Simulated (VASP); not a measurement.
# AlN (Imm2) in VASP: a series of runs, part 2 of 2

VASP 6.6.1. Earlier steps stand in the parts before.

## (3) Single point, r2SCAN (strain +0.0075 x Voigt [0, 0, 0, 1, 0, 0])

Contents of POSCAR:

```
AlN
1.0
    0.0000000000      2.1930940056      2.1930940056
    2.1849006282      0.0081933774      2.1849006282
    2.1849006282      2.1849006282      0.0081933774
Al N
1 1
Direct
    0.0000000000      0.0000000000      0.0000000000
    0.7500000000      0.7500000000      0.7500000000
```

Contents of INCAR.step1:

```
SYSTEM = AlN
PREC     = Accurate       ! precision mode
ENCUT    = 520            ! plane-wave cutoff, eV
ISMEAR   = 0              ! smearing method
SIGMA    = 0.05           ! smearing width, eV
LREAL    = .FALSE.        ! projectors in reciprocal space
LASPH    = .TRUE.         ! aspherical terms in the spheres
NELM     = 80             ! most SCF steps
NBANDS   = 11             ! bands
GGA      = PE             ! functional
ALGO     = Normal         ! electronic algorithm
EDIFF    = 1E-4           ! SCF threshold, eV
LWAVE    = .TRUE.         ! write WAVECAR
LCHARG   = .FALSE.        ! write CHGCAR
```

Contents of INCAR.step2:

```
SYSTEM = AlN
PREC     = Accurate       ! precision mode
ENCUT    = 520            ! plane-wave cutoff, eV
EDIFF    = 1E-6           ! SCF threshold, eV
ISMEAR   = 0              ! smearing method
SIGMA    = 0.05           ! smearing width, eV
LREAL    = .FALSE.        ! projectors in reciprocal space
LASPH    = .TRUE.         ! aspherical terms in the spheres
NELM     = 80             ! most SCF steps
ALGO     = Normal         ! electronic algorithm
ISIF     = 2              ! what is computed and relaxed
LWAVE    = .FALSE.        ! write WAVECAR
LCHARG   = .TRUE.         ! write CHGCAR
METAGGA  = R2SCAN         ! meta-GGA
LMIXTAU  = .TRUE.       
LELF     = .TRUE.         ! ELF
LVHAR    = .TRUE.       
NBANDS   = 11             ! bands
ISTART   = 1
```

Contents of KPOINTS:

```
Automatic mesh
0
G
  10 10 10
  0 0 0
```

Potentials or basis: VASP PAW PBE potentials, release 64 (Al, N).

Run with:

```console
$ cat potpaw_PBE.64/Al/POTCAR potpaw_PBE.64/N/POTCAR > POTCAR
$ cp INCAR.step1 INCAR
$ mpirun -np 1 vasp_std > vasp.out
$ cp INCAR.step2 INCAR
$ mpirun -np 1 vasp_std > vasp.out
```

OUTCAR:

```text
SYSTEM = AlN
   PREC = Accurate
   ENCUT = 520
   EDIFF = 1E-6
   ISMEAR = 0
   LREAL = .FALSE.
   LASPH = .TRUE.
   NELM = 80
   ISIF = 2
   METAGGA = R2SCAN
   ISTART = 1

 ion  position               nearest neighbor table
   1  0.000  0.000  0.000-   2 1.89   2 1.89   2 1.90   2 1.90
   2  0.750  0.750  0.750-   1 1.89   1 1.89   1 1.90   1 1.90

  LATTYP: Found a body centered orthorhombic cell.
 ALAT       =     3.0783289154
 B/A-ratio  =     1.0075282309
 C/A-ratio  =     1.4195368255

  Lattice vectors:

 A1 = (  -2.1849006282,   2.1849006282,   0.0081933774)
 A2 = (  -2.1849006282,  -2.1849006282,  -0.0081933774)
 A3 = (   2.1849006282,   0.0081933774,   2.1849006282)

Analysis of symmetry for initial positions (statically):
=====================================================================
 Subroutine PRICEL returns:
 Original cell was already a primitive cell.

 Routine SETGRP: Setting up the symmetry group for a
 body centered orthorhombic supercell.

 Subroutine GETGRP returns: Found  4 space group operations
 (whereof  4 operations were pure point group operations)
 out of a pool of  8 trial point group operations.

The static configuration has the point symmetry C_2v.

Analysis of symmetry for dynamics (positions and initial velocities):
=====================================================================
 Subroutine PRICEL returns:
 Original cell was already a primitive cell.

 Routine SETGRP: Setting up the symmetry group for a
 body centered orthorhombic supercell.

 Subroutine GETGRP returns: Found  4 space group operations
 (whereof  4 operations were pure point group operations)
 out of a pool of  8 trial point group operations.

The dynamic configuration has the point symmetry C_2v.

 Subroutine INISYM returns: Found  4 space group operations
 (whereof  4 operations are pure point group operations),
 and found     1 'primitive' translations

----------------------------------------------------------------------------------------

                                     Primitive cell

  volume of cell :      20.8602

  direct lattice vectors                    reciprocal lattice vectors
     0.000000000  2.193094006  2.193094006    -0.228843360  0.227988403  0.227988403
     2.184900628  0.008193377  2.184900628     0.228843360 -0.229704752  0.229704752
     2.184900628  2.184900628  0.008193377     0.228843360  0.229704752 -0.229704752

  length of vectors
     3.101503286  3.089926964  3.089926964     0.395381723  0.397363599  0.397363599

  position of ions in fractional coordinates (direct lattice)
     0.000000000  0.000000000  0.000000000
     0.750000000  0.750000000  0.750000000

  ion indices of the primitive-cell ions
   primitive index   ion index
                 1           1
                 2           2

----------------------------------------------------------------------------------------

 KPOINTS: Automatic mesh

Automatic generation of k-mesh.
 Grid dimensions read from file:
 generate k-points for:   10   10   10

 Generating k-lattice:

  Cartesian coordinates                     Fractional coordinates (reciprocal lattice)
    -0.022884336  0.022798840  0.022798840     0.100000000  0.000000000 -0.000000000
     0.022884336 -0.022970475  0.022970475     0.000000000  0.100000000  0.000000000
     0.022884336  0.022970475 -0.022970475     0.000000000  0.000000000  0.100000000

  Length of vectors
     0.039538172  0.039736360  0.039736360

  Shift w.r.t. Gamma in fractional coordinates (k-lattice)
     0.000000000  0.000000000  0.000000000

 Subroutine IBZKPT returns following result:
 ===========================================

 Found    171 irreducible k-points:

 Following reciprocal coordinates:
            Coordinates               Weight
  0.000000  0.000000  0.000000      1.000000
  0.100000  0.000000  0.000000      4.000000
  0.200000  0.000000  0.000000      4.000000
  0.300000  0.000000 -0.000000      4.000000
  0.400000  0.000000  0.000000      4.000000
  0.500000  0.000000  0.000000      2.000000
[... 16 lines left out ...]
 -0.400000  0.200000 -0.000000      8.000000
 -0.300000  0.200000 -0.000000      8.000000
 [... further k-points ...]
   k-points           NKPTS =    171   k-points in BZ     NKDIM =    171   number of bands    NBANDS=     11
   number of dos      NEDOS =    301   number of ions     NIONS =      2
   total plane-waves  NPLWV =  13824
   dimension x,y,z NGX =    24 NGY =   24 NGZ =   24
   dimension x,y,z NGXF=    48 NGYF=   48 NGZF=   48
   ions per type =               1   1
   NGX,Y,Z   is equivalent  to a cutoff of  12.86, 12.91, 12.91 a.u.
   NGXF,Y,Z  is equivalent  to a cutoff of  25.73, 25.83, 25.83 a.u.
 SYSTEM =  AlN
   PREC   = accura    normal or accurate (medium, high low for compatibility)
   ISTART =      1    job   : 0-new  1-cont  2-samecut
   ICHARG =      0    charge: 1-file 2-atom 10-const
   ISPIN  =      1    spin polarized calculation?
   LNONCOLLINEAR =      F non collinear calculations
   LSORBIT =      F    spin-orbit coupling
   LASPH  =      T    aspherical Exc in radial PAW
   ENCUT  =  520.0 eV  38.22 Ry    6.18 a.u.   5.77  5.75  5.75*2*pi/ulx,y,z
   NELM   =     80;   NELMIN=  2; NELMDL=  0     # of ELM steps
   EDIFF  = 0.1E-05   stopping-criterion for ELM
   LREAL  =      F    real-space projection
   EDIFFG = 0.1E-04   stopping-criterion for IOM
   NSW    =      0    number of steps for IOM
   IBRION =     -1    ionic relax: 0-MD 1-quasi-New 2-CG
   NFREE  =      0    steps in history (QN), initial steepest desc. (CG)
   ISIF   =      2    stress and relaxation
   ISYM   =      2    0-nonsym 1-usesym 2-fastsym
   POTIM  = 0.5000    time-step for ionic-motion
   TEBEG  =    0.0;   TEEND  =   0.0 temperature during run
   PSTRESS=    0.0 pullay stress
   NELECT =       8.0000    total number of electrons
   NUPDOWN=      -1.0000    fix difference up-down
   EMIN   =  10.00;   EMAX   =-10.00  energy-range for DOS
   EFERMI =   0.00;   METHOD = LEGACY
   ISMEAR =     0;   SIGMA  =   0.05  broadening in eV -4-tet -1-fermi 0-gaus
   EFERMI_NEDOS =   21; number of points for ismear=-14 and -15
   IALGO  =     38    algorithm
   IMIX   =      4    mixing-type and parameters
     AMIX     =   0.40;   BMIX     =  1.00
     AMIX_MAG =   1.60;   BMIX_MAG =  1.00
  volume/ion in A,a.u.               =      10.43        70.39
  Fermi-wavevector in a.u.,A,eV,Ry     =   1.189411  2.247660 19.248132  1.414698
  Thomas-Fermi vector in A             =   2.325519
   LORBIT       =      0    0 simple, 1 ext, 2 COOP (PROOUT), +10 PAW based schemes
   METAGGA = R2SCAN    functional components
   LHFCALC =     F    Hartree Fock is set to
   AEXX    =    0.0000 exact exchange contribution
   IVDW    =     0    specifies the selected vdW correction
   LEPSILON=     F    determine dielectric tensor
   LRPA    =     F    only Hartree local field effects (RPA)
 non-spin polarized calculation
 Gauss-broadening in eV      SIGMA  =   0.05
  energy-cutoff  :      520.00
  volume of cell :       20.86
 maximum number of plane-waves:       572
   NGX = 11   NGY = 11   NGZ = 11

 number of electron       8.0000000 magnetization

 Free energy of the ion-electron system (eV)
  ---------------------------------------------------
  ext. energy  EPLUGINS =         0.00000000
  ---------------------------------------------------
  free energy    TOTEN  =       -19.17884648 eV

  energy without entropy =      -19.17884648  energy(sigma->0) =      -19.17884648

 E-fermi :   5.9210     XC(G=0): -11.4128

 val. band max:        5.7023977806   @ k =   0.0000   0.0000   0.0000
 cond. band min:       9.6141987553   @ k =   0.0000   0.5000   0.5000
 fundamental gap:      3.9118009747
 Fermi energy:         5.9210222151

 k-point     1 :       0.0000    0.0000    0.0000
  band No.  band energies     occupation
      1     -10.0530      2.00000
      2       5.6611      2.00000
      3       5.6813      2.00000
      4       5.7024      2.00000
      5      10.5612      0.00000
      6      19.0868      0.00000
      7      19.1920      0.00000
      8      19.2945      0.00000
      9      24.2052      0.00000
     10      24.2068      0.00000
     11      25.8735      0.00000
[... 309 lines left out ...]
 k-point    24 :      -0.3000    0.2000   -0.0000
  band No.  band energies     occupation
      1      -8.1556      2.00000
      2       1.0391      2.00000
      3       3.4876      2.00000
      4       5.1618      2.00000
      5      14.3775      0.00000
      6      15.5928      0.00000
      7      18.4733      0.00000
      8      18.8380      0.00000
      9      23.0931      0.00000
     10      25.6804      0.00000
     11      28.2316      0.00000

 [... further k-points ...]
[... 5 lines left out ...]
  --------------------------------------------------------------------------------------
  -------------------------------------------------------------------------------------
  Total       -0.0500354     -0.0489385     -0.0489385      0.0000000     -0.2316053      0.0000000
  in kB       -3.8429912     -3.7587425     -3.7587425      0.0000000    -17.7885293      0.0000000
  external PRESSURE =      -3.7868254 kB  Pullay stress =       0.0000000 kB

 VOLUME and BASIS-vectors are now :
 -----------------------------------------------------------------------------
  energy-cutoff  :      520.00
  volume of cell :       20.86
      direct lattice vectors                 reciprocal lattice vectors
     0.000000000  2.193094006  2.193094006    -0.228843360  0.227988403  0.227988403
     2.184900628  0.008193377  2.184900628     0.228843360 -0.229704752  0.229704752
     2.184900628  2.184900628  0.008193377     0.228843360  0.229704752 -0.229704752

 POSITION                                       TOTAL-FORCE (eV/Angst)
 -----------------------------------------------------------------------------------
      0.00000      0.00000      0.00000        -0.065529      0.000000      0.000000
      3.27735      3.28964      3.28964         0.065529      0.000000     -0.000000
 -----------------------------------------------------------------------------------
    total drift:                                0.000920     -0.000000     -0.000000

  FREE ENERGIE OF THE ION-ELECTRON SYSTEM (eV)
  ---------------------------------------------------
  free  energy   TOTEN  =       -19.1788464781 eV

  energy  without entropy=      -19.1788464781  energy(sigma->0) =      -19.17884648
```

Wall time 80 s (1 thread of Intel Xeon Platinum 8259CL at 2.50GHz (Skylake/Cascade Lake), shared host); peak memory 0.16 GiB.

Results:

```
Free energy            : -19.1788 eV
Pressure               : -0.4 GPa
Largest force          : 0.066 eV/Å
Band gap on the k mesh : 3.91 eV, indirect (least direct gap 4.86 eV)
```

Forces on the atoms (eV/Å):
```
Al  -0.066  0.000  0.000
N    0.066  0.000  0.000
```

Stress tensor (GPa, compression positive):
```
-0.38  0.00  0.00
 0.00 -0.38 -1.78
 0.00 -1.78 -0.38
```

Levels at points of the mesh, in eV from the valence-band top:
```
           k point  band 2  band 3  band 4  band 5  band 6  band 7
(0.00, 0.00, 0.00)   -0.04   -0.02    0.00    4.86   13.38   13.49
(0.50, 0.00, 0.00)   -5.92   -0.50   -0.49    8.21   10.80   11.92
(0.00, 0.50, 0.00)   -5.90   -0.53   -0.52    8.14   10.79   11.83
(0.50, 0.50, 0.00)   -4.97   -1.83   -1.83    3.91    9.45   15.16
(0.00, 0.50, 0.50)   -4.97   -1.87   -1.78    3.91    9.45   15.16
```

Caveat: the cell differs from its parent crystal (strain +0.0075 x Voigt [0, 0, 0, 1, 0, 0]); the PAW data sets were made with another functional, which shifts forces and pressure a little.

## (4) Single point, r2SCAN (strain +0.0025 x Voigt [0, 0, 0, 1, 0, 0])

Contents of POSCAR:

```
AlN
1.0
    0.0000000000      2.1876317540      2.1876317540
    2.1849006282      0.0027311258      2.1849006282
    2.1849006282      2.1849006282      0.0027311258
Al N
1 1
Direct
    0.0000000000      0.0000000000      0.0000000000
    0.7500000000      0.7500000000      0.7500000000
```

Contents of INCAR.step1:

```
SYSTEM = AlN
ALGO = Normal
EDIFF = 1E-4
ENCUT = 520
GGA = PE
ISMEAR = 0
LASPH = .True.
LCHARG = .False.
LREAL = .False.
LWAVE = .True.
NBANDS = 11
NELM = 100
PREC = Accurate
SIGMA = 0.05
```

Contents of INCAR.step2:

```
SYSTEM = AlN
ALGO = Normal
EDIFF = 1E-6
ENCUT = 520
ISIF = 2
ISMEAR = 0
ISTART = 1
LASPH = .True.
LCHARG = .False.
LMIXTAU = .True.
LREAL = .False.
LWAVE = .False.
METAGGA = R2SCAN
NBANDS = 11
NELM = 100
PREC = Accurate
SIGMA = 0.05
```

Contents of KPOINTS:

```
k-points
0
Gamma
  10 10 10
  0 0 0
```

Run with:

```console
$ cat potpaw_PBE.64/Al/POTCAR potpaw_PBE.64/N/POTCAR > POTCAR
$ cp INCAR.step1 INCAR
$ mpirun -np 1 vasp_std > vasp.out
$ cp INCAR.step2 INCAR
$ mpirun -np 1 vasp_std > vasp.out
```

Wall time 81 s (1 thread of Intel Xeon Platinum 8259CL at 2.50GHz (Skylake/Cascade Lake), shared host); peak memory 0.16 GiB.

The run converged. Its results:

| Quantity | Value |
| --- | --- |
| Free energy | -19.1796 eV |
| Pressure | -0.4 GPa |
| Largest force | 0.022 eV/Å |
| Band gap on the k mesh | 3.93 eV, indirect (least direct gap 4.87 eV) |

Forces on the atoms (eV/Å):
```
Al  -0.022  0.000  0.000
N    0.022  0.000  0.000
```

Stress tensor (GPa, compression positive):
```
-0.39  0.00  0.00
 0.00 -0.39 -0.59
 0.00 -0.59 -0.39
```

Levels at points of the mesh, in eV from the valence-band top:
| k point | band 1 | band 2 | band 3 | band 4 | band 5 | band 6 | band 7 | band 8 |
| --- | --- | --- | --- | --- | --- | --- | --- | --- |
| (0.00, 0.00, 0.00) | -15.74 | -0.01 | -0.01 | 0.00 | 4.87 | 13.47 | 13.50 | 13.54 |
| (0.50, 0.00, 0.00) | -13.74 | -5.90 | -0.49 | -0.49 | 8.20 | 10.81 | 11.93 | 11.96 |
| (0.00, 0.50, 0.00) | -13.73 | -5.89 | -0.50 | -0.50 | 8.18 | 10.81 | 11.90 | 11.93 |
| (0.50, 0.50, 0.00) | -13.10 | -4.95 | -1.81 | -1.81 | 3.93 | 9.46 | 15.18 | 16.93 |
| (0.00, 0.50, 0.50) | -13.10 | -4.95 | -1.83 | -1.80 | 3.93 | 9.46 | 15.18 | 16.92 |

Caveat: the cell differs from its parent crystal (strain +0.0025 x Voigt [0, 0, 0, 1, 0, 0]); the PAW data sets were made with another functional, which shifts forces and pressure a little. A k mesh can miss the band edges.

## (5) The runs side by side

| cell | gap on the mesh (eV) | pressure (GPa) | largest force (eV/Å) |
| --- | --- | --- | --- |
| a = 3.109, b = 3.090, c = 3.090 Å, angles 59.6, 59.8, 59.8°, 2 atoms | 3.90 | -0.4 | 0.11 |
| a = 3.102, b = 3.090, c = 3.090 Å, angles 59.8, 59.9, 59.9°, 2 atoms | 3.91 | -0.4 | 0.07 |
| a = 3.094, b = 3.090, c = 3.090 Å, angles 59.9°, 2 atoms | 3.93 | -0.4 | 0.02 |

Alike in all rows: task single point; level r2SCAN; potentials or basis VASP PAW PBE potentials, release 64 (Al, N); no spin polarisation; k mesh 10 × 10 × 10; cutoff (eV) 520; smearing gaussian 0.05 eV.

Caveats: the PAW data sets were made with another functional, which shifts forces and pressure a little.

Total energies depend on the potentials used, so only differences within one code and one set of settings carry meaning.
